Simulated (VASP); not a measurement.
# ZnSe (Fm-3m) in VASP: further runs

The runs below take ZnSe through vibrations by perturbation theory, with PBEsol.

Program: VASP 6.6.1. These are calculated values, not measurements. Logs are shortened: lines on timing, memory, paths and dates and some standing lists are left out, and cuts for length are marked.

### 1 The cell of the first run

Symmetry: Fm-3m, No. 225, cubic system. Conventional cell: a = 5.212 Å, b = 5.212 Å, c = 5.212 Å, α = 90.00°, β = 90.00°, γ = 90.00°. Zn (site symmetry m-3m) has 6 Se at 2.61 Å within 3.4 Å. Within 3.4 Å of Se (site symmetry m-3m) lie 6 Zn at 2.61 Å.

### 2 Vibrations by perturbation theory, PBEsol

INCAR reads:

```
SYSTEM = ZnSe
  PREC = Accurate
  ENCUT = 520
  EDIFF = 1E-8
  ISMEAR = -1
  SIGMA = 0.15
  LREAL = .False.
  LASPH = .True.
  NELM = 80
  ALGO = Normal
  ISIF = 2
  LWAVE = .False.
  LCHARG = .True.
  GGA = PS
  IBRION = 8
  NSW = 1
```

KPOINTS reads:

```
regular mesh
0
Gamma
  14 14 14
  0 0 0
```

POSCAR reads:

```
ZnSe
1.0
    0.0000000000      2.6062000000      2.6062000000
    2.6062000000      0.0000000000      2.6062000000
    2.6062000000      2.6062000000      0.0000000000
Zn Se
1 1
Direct
    0.0000000000      0.0000000000      0.0000000000
    0.5000000000      0.5000000000      0.5000000000
```

Potentials or basis: VASP PAW PBE potentials, release 64 (Zn, Se).

Started as:

```sh
$ cat potpaw_PBE.64/Zn/POTCAR potpaw_PBE.64/Se/POTCAR > POTCAR
$ mpirun -np 1 vasp_std > vasp.out
```

OUTCAR:

```text
SYSTEM = ZnSe
   PREC = Accurate
   ENCUT = 520
   EDIFF = 1E-8
   ISMEAR = -1
   LREAL = .False.
   LASPH = .True.
   NELM = 80
   ISIF = 2
   GGA = PS
   IBRION = 8
   NSW = 1

 ion  position               nearest neighbor table
   1  0.000  0.000  0.000-   2 2.61   2 2.61   2 2.61   2 2.61   2 2.61   2 2.61
   2  0.500  0.500  0.500-   1 2.61   1 2.61   1 2.61   1 2.61   1 2.61   1 2.61

  LATTYP: Found a face centered cubic cell.
 ALAT       =     5.2124000000

  Lattice vectors:

 A1 = (   0.0000000000,   2.6062000000,   2.6062000000)
 A2 = (   2.6062000000,   0.0000000000,   2.6062000000)
 A3 = (   2.6062000000,   2.6062000000,   0.0000000000)

Analysis of symmetry for initial positions (statically):
=====================================================================
 Subroutine PRICEL returns:
 Original cell was already a primitive cell.

 Routine SETGRP: Setting up the symmetry group for a
 face centered cubic supercell.

 Subroutine GETGRP returns: Found 48 space group operations
 (whereof 48 operations were pure point group operations)
 out of a pool of 48 trial point group operations.

The static configuration has the point symmetry O_h .

Analysis of symmetry for dynamics (positions and initial velocities):
=====================================================================
 Subroutine PRICEL returns:
 Original cell was already a primitive cell.

 Routine SETGRP: Setting up the symmetry group for a
 face centered cubic supercell.

 Subroutine GETGRP returns: Found 48 space group operations
 (whereof 48 operations were pure point group operations)
 out of a pool of 48 trial point group operations.

The dynamic configuration has the point symmetry O_h .

 Subroutine INISYM returns: Found 48 space group operations
 (whereof 48 operations are pure point group operations),
 and found     1 'primitive' translations

----------------------------------------------------------------------------------------

                                     Primitive cell

  volume of cell :      35.4041

  direct lattice vectors                    reciprocal lattice vectors
     0.000000000  2.606200000  2.606200000    -0.191850203  0.191850203  0.191850203
     2.606200000  0.000000000  2.606200000     0.191850203 -0.191850203  0.191850203
     2.606200000  2.606200000  0.000000000     0.191850203  0.191850203 -0.191850203

  length of vectors
     3.685723386  3.685723386  3.685723386     0.332294300  0.332294300  0.332294300

  position of ions in fractional coordinates (direct lattice)
     0.000000000  0.000000000  0.000000000
     0.500000000  0.500000000  0.500000000

  ion indices of the primitive-cell ions
   primitive index   ion index
                 1           1
                 2           2

----------------------------------------------------------------------------------------

 KPOINTS: regular mesh

Automatic generation of k-mesh.
 Grid dimensions read from file:
 generate k-points for:   14   14   14

 Generating k-lattice:

  Cartesian coordinates                     Fractional coordinates (reciprocal lattice)
    -0.013703586  0.013703586  0.013703586     0.071428571  0.000000000  0.000000000
     0.013703586 -0.013703586  0.013703586     0.000000000  0.071428571  0.000000000
     0.013703586  0.013703586 -0.013703586     0.000000000  0.000000000  0.071428571

  Length of vectors
     0.023735307  0.023735307  0.023735307

  Shift w.r.t. Gamma in fractional coordinates (k-lattice)
     0.000000000  0.000000000  0.000000000

 Subroutine IBZKPT returns following result:
 ===========================================

 Found    104 irreducible k-points:

 Following reciprocal coordinates:
            Coordinates               Weight
  0.000000  0.000000  0.000000      1.000000
  0.071429  0.000000  0.000000      8.000000
  0.142857  0.000000  0.000000      8.000000
  0.214286  0.000000  0.000000      8.000000
  0.285714  0.000000  0.000000      8.000000
  0.357143  0.000000  0.000000      8.000000
[... 16 lines left out ...]
  0.214286  0.142857  0.000000     24.000000
  0.285714  0.142857  0.000000     24.000000
 [... further k-points ...]
   k-points           NKPTS =    104   k-points in BZ     NKDIM =    104   number of bands    NBANDS=     13
[... 16 lines left out ...]
   NELM   =     80;   NELMIN=  2; NELMDL= -5     # of ELM steps
   EDIFF  = 0.1E-07   stopping-criterion for ELM
   LREAL  =      F    real-space projection
   EDIFFG = 0.1E-06   stopping-criterion for IOM
   NSW    =      1    number of steps for IOM
   IBRION =      8    ionic relax: 0-MD 1-quasi-New 2-CG
   NFREE  =      0    steps in history (QN), initial steepest desc. (CG)
   ISIF   =      2    stress and relaxation
   ISYM   =      2    0-nonsym 1-usesym 2-fastsym
   POTIM  = 0.5000    time-step for ionic-motion
   TEBEG  =    0.0;   TEEND  =   0.0 temperature during run
   PSTRESS=    0.0 pullay stress
   NELECT =      18.0000    total number of electrons
   NUPDOWN=      -1.0000    fix difference up-down
   EMIN   =  10.00;   EMAX   =-10.00  energy-range for DOS
   EFERMI =   0.00;   METHOD = LEGACY
   ISMEAR =    -1;   SIGMA  =   0.15  broadening in eV -4-tet -1-fermi 0-gaus
   EFERMI_NEDOS =   21; number of points for ismear=-14 and -15
   IALGO  =     38    algorithm
   IMIX   =      4    mixing-type and parameters
     AMIX     =   0.40;   BMIX     =  1.00
     AMIX_MAG =   1.60;   BMIX_MAG =  1.00
  volume/ion in A,a.u.               =      17.70       119.46
  Fermi-wavevector in a.u.,A,eV,Ry     =   1.306616  2.469146 23.228479  1.707245
  Thomas-Fermi vector in A             =   2.437406
   LORBIT       =      0    0 simple, 1 ext, 2 COOP (PROOUT), +10 PAW based schemes
   GGA     = PS    functional components
   LHFCALC =     F    Hartree Fock is set to
   AEXX    =    0.0000 exact exchange contribution
   IVDW    =     0    specifies the selected vdW correction
   LEPSILON=     F    determine dielectric tensor
   LRPA    =     F    only Hartree local field effects (RPA)
 non-spin polarized calculation
  energy-cutoff  :      520.00
  volume of cell :       35.40
 maximum number of plane-waves:       967
   NGX = 13   NGY = 13   NGZ = 13

--------------------------------------- Ionic step        1  -------------------------------------------

 number of electron      17.9999985 magnetization

 Free energy of the ion-electron system (eV)
  ---------------------------------------------------
  ext. energy  EPLUGINS =         0.00000000
  ---------------------------------------------------
  free energy    TOTEN  =        -6.26648144 eV

  energy without entropy =       -6.22963384  energy(sigma->0) =       -6.24805764

 E-fermi :   3.9107     XC(G=0): -10.9988

 val. band max:        3.8994967869   @ k =  -0.2143   0.1429   0.0000
 cond. band min:       3.9152447241   @ k =  -0.4286   0.4286   0.0000
 fundamental gap:      0.0157479373
 Fermi energy:         3.9106506210

 k-point     1 :       0.0000    0.0000    0.0000
  band No.  band energies     occupation
      1     -10.6467      2.00000
      2      -2.9294      2.00000
      3      -2.9294      2.00000
      4      -2.9103      2.00000
      5      -2.9103      2.00000
      6      -2.9103      2.00000
      7       3.2928      1.96800
      8       3.2928      1.96800
      9       3.2928      1.96800
     10       5.0142      0.00128
     11      12.3836      0.00000
     12      12.3836      0.00000
     13      12.3836      0.00000
[... 354 lines left out ...]
  band No.  band energies     occupation
      1      -9.8577      2.00000
      2      -3.2105      2.00000
      3      -2.9931      2.00000
      4      -2.9880      2.00000
      5      -2.8545      2.00000
      6      -2.8222      2.00000
      7      -0.1045      2.00000
      8       2.5835      1.99971
      9       2.8821      1.99790
     10       7.3363      0.00000
     11       9.4404      0.00000
     12      10.6954      0.00000
     13      11.8921      0.00000

 [... further k-points ...]

------------------------ aborting loop because EDIFF is reached ----------------------------------------

  FORCE on cell =-STRESS in cart. coord.  units (eV):
  Direction    XX          YY          ZZ          XY          YZ          ZX
  --------------------------------------------------------------------------------------
  -------------------------------------------------------------------------------------
  Total        0.7425931      0.7425931      0.7425931      0.0000000      0.0000000      0.0000000
  in kB       33.6053367     33.6053367     33.6053367      0.0000000      0.0000000      0.0000000
  external PRESSURE =      33.6053367 kB  Pullay stress =       0.0000000 kB

 VOLUME and BASIS-vectors are now :
 -----------------------------------------------------------------------------
  energy-cutoff  :      520.00
  volume of cell :       35.40
      direct lattice vectors                 reciprocal lattice vectors
     0.000000000  2.606200000  2.606200000    -0.191850203  0.191850203  0.191850203
     2.606200000  0.000000000  2.606200000     0.191850203 -0.191850203  0.191850203
     2.606200000  2.606200000  0.000000000     0.191850203  0.191850203 -0.191850203

 POSITION                                       TOTAL-FORCE (eV/Angst)
 -----------------------------------------------------------------------------------
      0.00000      0.00000      0.00000         0.000000      0.000000     -0.000000
      2.60620      2.60620      2.60620        -0.000000      0.000000      0.000000
 -----------------------------------------------------------------------------------
    total drift:                               -0.000000      0.000000      0.000000

  FREE ENERGIE OF THE ION-ELECTRON SYSTEM (eV)
  ---------------------------------------------------
  free  energy   TOTEN  =        -6.2664814427 eV

  energy  without entropy=       -6.2296338366  energy(sigma->0) =       -6.24805764

[... ionic steps 2 to 3 ...]

--------------------------------------- Ionic step        4  -------------------------------------------

------------------------ aborting loop because EDIFF is reached ----------------------------------------

[... ionic steps 5 to 6 ...]

--------------------------------------- Ionic step        7  -------------------------------------------

 Free energy of the ion-electron system (eV)
  ---------------------------------------------------
  ---------------------------------------------------
  free energy    TOTEN  =        -0.07909178 eV

  energy without entropy =       -0.07909177

------------------------ aborting loop because EDIFF is reached ----------------------------------------

 INTERNAL STRAIN TENSOR  FOR ION    2  DIRECTION 1   (eV/Angst):
 -----------------------------------------------------------------------------
    -0.04401 -0.00000  0.00000
    -0.00000  0.03173  0.00000
     0.00000  0.00000  0.03173

 INTERNAL STRAIN TENSOR FOR ION    2 for displacements in x,y,z  (eV/Angst):
          X           Y           Z          XY          YZ          ZX
  --------------------------------------------------------------------------------
  x     0.00000     0.00000     0.00000     0.00000     0.00000     0.00000
  y     0.00000     0.00000     0.00000     0.00000     0.00000     0.00000
  z     0.00000     0.00000     0.00000     0.00000     0.00000     0.00000

 SECOND DERIVATIVES (NOT SYMMETRIZED)
 ------------------------------------
               1X          1Y          1Z          2X          2Y          2Z
  1X    -1.491388    0.000000    0.000000    1.491388    0.000000    0.000000
  1Y     0.000000   -1.491388    0.000000    0.000000    1.491388    0.000000
  1Z     0.000000    0.000000   -1.491388    0.000000    0.000000    1.491388
  2X     1.553571    0.000000    0.000000   -1.553571    0.000000    0.000000
  2Y     0.000000    1.553571    0.000000    0.000000   -1.553571    0.000000
  2Z     0.000000    0.000000    1.553571    0.000000    0.000000   -1.553571

 Eigenvectors and eigenvalues of the dynamical matrix
 ----------------------------------------------------

   1 f  =    3.222411 THz    20.247004 2PiTHz  107.488053 cm-1    13.326814 meV
             X         Y         Z           dx          dy          dz
      0.000000  0.000000  0.000000     0.732705   -0.000000    0.000000
      2.606200  2.606200  2.606200    -0.680547    0.000000    0.000000
[... 21 lines left out ...]
   6 f/i=    0.032817 THz     0.206197 2PiTHz    1.094667 cm-1     0.135721 meV
             X         Y         Z           dx          dy          dz
      0.000000  0.000000  0.000000    -0.313776    0.587446    0.139985
      2.606200  2.606200  2.606200    -0.337824    0.632469    0.150713

--------------------------------------------------------------------------------------------------------

 ELASTIC MODULI CONTR FROM IONIC RELAXATION (kBar)
 Direction    XX          YY          ZZ          XY          YZ          ZX
 --------------------------------------------------------------------------------
 XX           0.0000      0.0000      0.0000      0.0000      0.0000      0.0000
 YY           0.0000      0.0000      0.0000      0.0000      0.0000      0.0000
 ZZ           0.0000      0.0000      0.0000      0.0000      0.0000      0.0000
 XY           0.0000      0.0000      0.0000      0.0000      0.0000      0.0000
 YZ           0.0000      0.0000      0.0000      0.0000      0.0000      0.0000
 ZX           0.0000      0.0000      0.0000      0.0000      0.0000      0.0000
 --------------------------------------------------------------------------------
```

Wall time 9.1 min (1 thread of Intel Xeon 8259CL, shared host); peak memory 0.38 GiB.

Results:

```yaml
Highest_phonon_frequency_at_Γ_LO-TO_splitting_left_out: 107 cm⁻¹
```

Phonon frequencies in cm⁻¹ (negative: imaginary):
```
              q point           frequencies
(0.000, 0.000, 0.000)  -1 -1 -1 107 107 107
```

Caveat: the cell stands under pressure or tension, which shifts response properties; the PAW data sets were made with another functional, which shifts forces and pressure a little.

[end of part 1 of 2]
